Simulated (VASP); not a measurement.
# SbSe (Fm-3m) in VASP: further runs, part 2 of 2

VASP 6.6.1. Earlier steps stand in the parts before.

## Step 3: Relaxation of cell and atoms, PBE

This run uses another cell than the first one, of 27.41 Å³/atom, 1.016 times its volume.

Input file INCAR:

```
SYSTEM = SbSe
  PREC = Accurate
  ENCUT = 600
  EDIFF = 1E-6
  ISMEAR = 0
  SIGMA = 0.1
  LREAL = .False.
  LASPH = .True.
  NELM = 100
  ALGO = Normal
  ISIF = 3
  LWAVE = .False.
  LCHARG = .False.
  GGA = PE
  IBRION = 2
  NSW = 100
  EDIFFG = -0.01
```

Input file KPOINTS:

```
regular mesh
0
Gamma
  16 16 16
  0 0 0
```

Input file POSCAR:

```
SbSe
1.0
    0.0000000000      3.0152881321      3.0152881321
    3.0152881321      0.0000000000      3.0152881321
    3.0152881321      3.0152881321      0.0000000000
Sb Se
1 1
Direct
    0.0000000000      0.0000000000      0.0000000000
    0.5000000000      0.5000000000      0.5000000000
```

Potentials or basis: VASP PAW PBE potentials, release 64 (Sb, Se).

The run is started by

```bash
> cat potpaw_PBE.64/Sb/POTCAR potpaw_PBE.64/Se/POTCAR > POTCAR
> mpirun -np 1 vasp_std > vasp.out
```

OUTCAR:

```text
SYSTEM = SbSe
   PREC = Accurate
   ENCUT = 600
   EDIFF = 1E-6
   ISMEAR = 0
   LREAL = .False.
   LASPH = .True.
   NELM = 100
   ISIF = 3
   GGA = PE
   IBRION = 2
   NSW = 100
   EDIFFG = -0.01

 ion  position               nearest neighbor table
   1  0.000  0.000  0.000-   2 3.02   2 3.02   2 3.02   2 3.02   2 3.02   2 3.02
   2  0.500  0.500  0.500-   1 3.02   1 3.02   1 3.02   1 3.02   1 3.02   1 3.02

  LATTYP: Found a face centered cubic cell.
 ALAT       =     6.0305762642

  Lattice vectors:

 A1 = (   0.0000000000,   3.0152881321,   3.0152881321)
 A2 = (   3.0152881321,   0.0000000000,   3.0152881321)
 A3 = (   3.0152881321,   3.0152881321,   0.0000000000)

Analysis of symmetry for initial positions (statically):
=====================================================================
 Subroutine PRICEL returns:
 Original cell was already a primitive cell.

 Routine SETGRP: Setting up the symmetry group for a
 face centered cubic supercell.

 Subroutine GETGRP returns: Found 48 space group operations
 (whereof 48 operations were pure point group operations)
 out of a pool of 48 trial point group operations.

The static configuration has the point symmetry O_h .

Analysis of symmetry for dynamics (positions and initial velocities):
=====================================================================
 Subroutine PRICEL returns:
 Original cell was already a primitive cell.

 Routine SETGRP: Setting up the symmetry group for a
 face centered cubic supercell.

 Subroutine GETGRP returns: Found 48 space group operations
 (whereof 48 operations were pure point group operations)
 out of a pool of 48 trial point group operations.

The dynamic configuration has the point symmetry O_h .

 Subroutine INISYM returns: Found 48 space group operations
 (whereof 48 operations are pure point group operations),
 and found     1 'primitive' translations

----------------------------------------------------------------------------------------

                                     Primitive cell

  volume of cell :      54.8298

  direct lattice vectors                    reciprocal lattice vectors
     0.000000000  3.015288132  3.015288132    -0.165821632  0.165821632  0.165821632
     3.015288132  0.000000000  3.015288132     0.165821632 -0.165821632  0.165821632
     3.015288132  3.015288132  0.000000000     0.165821632  0.165821632 -0.165821632

  length of vectors
     4.264261371  4.264261371  4.264261371     0.287211492  0.287211492  0.287211492

  position of ions in fractional coordinates (direct lattice)
     0.000000000  0.000000000  0.000000000
     0.500000000  0.500000000  0.500000000

  ion indices of the primitive-cell ions
   primitive index   ion index
                 1           1
                 2           2

----------------------------------------------------------------------------------------

 KPOINTS: regular mesh

Automatic generation of k-mesh.
 Grid dimensions read from file:
 generate k-points for:   16   16   16

 Generating k-lattice:

[... 44 lines left out ...]
   number of dos      NEDOS =    301   number of ions     NIONS =      2
   total plane-waves  NPLWV =  46656
   dimension x,y,z NGX =    36 NGY =   36 NGZ =   36
   dimension x,y,z NGXF=    72 NGYF=   72 NGZF=   72
   ions per type =               1   1
   NGX,Y,Z   is equivalent  to a cutoff of  14.03, 14.03, 14.03 a.u.
   NGXF,Y,Z  is equivalent  to a cutoff of  28.07, 28.07, 28.07 a.u.
 SYSTEM =  SbSe
   PREC   = accura    normal or accurate (medium, high low for compatibility)
   ISTART =      0    job   : 0-new  1-cont  2-samecut
   ICHARG =      2    charge: 1-file 2-atom 10-const
   ISPIN  =      1    spin polarized calculation?
   LNONCOLLINEAR =      F non collinear calculations
   LSORBIT =      F    spin-orbit coupling
   LASPH  =      T    aspherical Exc in radial PAW
   ENCUT  =  600.0 eV  44.10 Ry    6.64 a.u.   8.52  8.52  8.52*2*pi/ulx,y,z
   NELM   =    100;   NELMIN=  2; NELMDL= -5     # of ELM steps
   EDIFF  = 0.1E-05   stopping-criterion for ELM
   LREAL  =      F    real-space projection
   EDIFFG = -.1E-01   stopping-criterion for IOM
   NSW    =    100    number of steps for IOM
   IBRION =      2    ionic relax: 0-MD 1-quasi-New 2-CG
   NFREE  =      1    steps in history (QN), initial steepest desc. (CG)
   ISIF   =      3    stress and relaxation
   ISYM   =      2    0-nonsym 1-usesym 2-fastsym
   POTIM  = 0.5000    time-step for ionic-motion
   TEBEG  =    0.0;   TEEND  =   0.0 temperature during run
   PSTRESS=    0.0 pullay stress
   NELECT =      11.0000    total number of electrons
   NUPDOWN=      -1.0000    fix difference up-down
   EMIN   =  10.00;   EMAX   =-10.00  energy-range for DOS
   EFERMI =   0.00;   METHOD = LEGACY
   ISMEAR =     0;   SIGMA  =   0.10  broadening in eV -4-tet -1-fermi 0-gaus
   EFERMI_NEDOS =   21; number of points for ismear=-14 and -15
   IALGO  =     38    algorithm
   IMIX   =      4    mixing-type and parameters
     AMIX     =   0.40;   BMIX     =  1.00
     AMIX_MAG =   1.60;   BMIX_MAG =  1.00
  volume/ion in A,a.u.               =      27.41       185.00
  Fermi-wavevector in a.u.,A,eV,Ry     =   0.958371  1.811058 12.496606  0.918475
  Thomas-Fermi vector in A             =   2.087472
   LORBIT       =      0    0 simple, 1 ext, 2 COOP (PROOUT), +10 PAW based schemes
   GGA     = PE    functional components
   LHFCALC =     F    Hartree Fock is set to
   AEXX    =    0.0000 exact exchange contribution
   IVDW    =     0    specifies the selected vdW correction
   LEPSILON=     F    determine dielectric tensor
   LRPA    =     F    only Hartree local field effects (RPA)
 conjugate gradient relaxation of ions
 non-spin polarized calculation
 Gauss-broadening in eV      SIGMA  =   0.10
  energy-cutoff  :      600.00
  volume of cell :       54.83
 maximum number of plane-waves:      1853
 NGX is ok and might be reduce to    36
   NGX = 17   NGY = 17   NGZ = 17

--------------------------------------- Ionic step        1  -------------------------------------------

 number of electron      10.9999999 magnetization

 Free energy of the ion-electron system (eV)
  ---------------------------------------------------
  ext. energy  EPLUGINS =         0.00000000
  ---------------------------------------------------
  free energy    TOTEN  =        -7.70030572 eV

  energy without entropy =       -7.69250976  energy(sigma->0) =       -7.69640774

------------------------ aborting loop because EDIFF is reached ----------------------------------------

  FORCE on cell =-STRESS in cart. coord.  units (eV):
  Direction    XX          YY          ZZ          XY          YZ          ZX
  --------------------------------------------------------------------------------------
  -------------------------------------------------------------------------------------
  Total       -0.3404990     -0.3404990     -0.3404990     -0.0000000     -0.0000000      0.0000000
  in kB       -9.9496992     -9.9496992     -9.9496992     -0.0000000     -0.0000000      0.0000000
  external PRESSURE =      -9.9496992 kB  Pullay stress =       0.0000000 kB
[... 59 lines left out ...]
--------------------------------------- Ionic step        3  -------------------------------------------

 number of electron      11.0000000 magnetization

 Free energy of the ion-electron system (eV)
  ---------------------------------------------------
  ext. energy  EPLUGINS =         0.00000000
  ---------------------------------------------------
  free energy    TOTEN  =        -7.70336508 eV

  energy without entropy =       -7.69577513  energy(sigma->0) =       -7.69957010

 E-fermi :   6.1105     XC(G=0):  -9.6253

 val. band max:        6.1104951623   @ k =   0.4375   0.1250   0.0000
 cond. band min:       6.1122118416   @ k =  -0.2500   0.0625   0.0000
 fundamental gap:      0.0017166793
 Fermi energy:         6.1105044574

 k-point     1 :       0.0000    0.0000    0.0000
  band No.  band energies     occupation
      1      -8.6586      2.00000
      2      -1.2092      2.00000
      3       3.0968      2.00000
      4       3.0968      2.00000
      5       3.0968      2.00000
      6       8.5866      0.00000
      7       8.5866      0.00000
      8       8.5866      0.00000
      9      11.1570      0.00000
[... 265 lines left out ...]
 k-point    24 :      -0.0625    0.0625    0.0000
  band No.  band energies     occupation
      1      -8.5741      2.00000
      2      -1.5040      2.00000
      3       2.9439      2.00000
      4       3.2006      2.00000
      5       3.3682      2.00000
      6       7.9245      0.00000
      7       7.9588      0.00000
      8       8.5948      0.00000
      9      11.0245      0.00000

 [... further k-points ...]
[... 5 lines left out ...]
  --------------------------------------------------------------------------------------
  -------------------------------------------------------------------------------------
  Total        0.0024916      0.0024916      0.0024916      0.0000000      0.0000000     -0.0000000
  in kB        0.0741121      0.0741121      0.0741121      0.0000000      0.0000000     -0.0000000
  external PRESSURE =       0.0741121 kB  Pullay stress =       0.0000000 kB
[... 17 lines left out ...]
  FREE ENERGIE OF THE ION-ELECTRON SYSTEM (eV)
  ---------------------------------------------------
  free  energy   TOTEN  =        -7.7033650775 eV

  energy  without entropy=       -7.6957751317  energy(sigma->0) =       -7.69957010

 reached required accuracy - stopping structural energy minimisation
```

OSZICAR:

```text
N       E                     dE             d eps       ncg     rms          rms(c)
DAV:   1     0.473440578556E+02    0.47344E+02   -0.44066E+03  2610   0.103E+03
DAV:   2    -0.537740392730E+01   -0.52721E+02   -0.51636E+02  4045   0.151E+02
DAV:   3    -0.775232249742E+01   -0.23749E+01   -0.23477E+01  3123   0.387E+01
DAV:   4    -0.777161339642E+01   -0.19291E-01   -0.19271E-01  2962   0.397E+00
[... 18 lines left out ...]
DAV:   1    -0.770463455789E+01   -0.17542E-02   -0.31724E-02  2658   0.112E+00    0.176E-01
DAV:   2    -0.770361366114E+01    0.10209E-02   -0.29622E-03  2640   0.294E-01    0.763E-02
DAV:   3    -0.770341023252E+01    0.20343E-03   -0.35593E-04  2634   0.132E-01    0.314E-02
DAV:   4    -0.770336549931E+01    0.44733E-04   -0.97655E-05  2693   0.589E-02    0.109E-02
DAV:   5    -0.770336507753E+01    0.42178E-06   -0.33833E-06  2127   0.132E-02
   3 F= -.77033651E+01 E0= -.76995701E+01  d E =-.305935E-02
```

It took 2.3 min on 1 thread of Intel Xeon Platinum 8124M at 3.00GHz (Skylake/Cascade Lake), shared host; peak memory 0.29 GiB.

Results:

```yaml
Free_energy: -7.7034 eV
Relaxed_volume: 26.93 Å³/atom
Relaxed_cell: a = 4.239 Å, b = 4.239 Å, c = 4.239 Å, α = 60.00°, β = 60.00°, γ = 60.00°
Space_group_after_relaxing_to_0.05_Å: Fm-3m (No. 225)
Energy_gained_by_relaxing: 1.5 meV/atom
Ionic_steps: 3
Pressure_after_relaxing: 0.0 GPa
```

Step by step:
```csv
step,energy change (eV),largest force (eV/Å),pressure (GPa),volume (Å³)
1,0.0000,0.0000,-0.99,54.83
2,-0.0026,0.0000,0.42,53.49
3,-0.0031,0.0000,0.01,53.86
```

Final structure:
```cif
data_structure
_symmetry_space_group_name_H-M 'P 1'
_symmetry_Int_Tables_number 1
_cell_length_a 4.2391
_cell_length_b 4.2391
_cell_length_c 4.2391
_cell_angle_alpha 60.000
_cell_angle_beta 60.000
_cell_angle_gamma 60.000
_cell_volume 53.86
loop_
_atom_site_label
_atom_site_type_symbol
_atom_site_fract_x
_atom_site_fract_y
_atom_site_fract_z
_atom_site_occupancy
Sb1 Sb 0.00000 0.00000 0.00000 1
Se1 Se 0.50000 0.50000 0.50000 1
```

Caveat: spin-orbit coupling is left out, which moves the levels of the heavy elements.
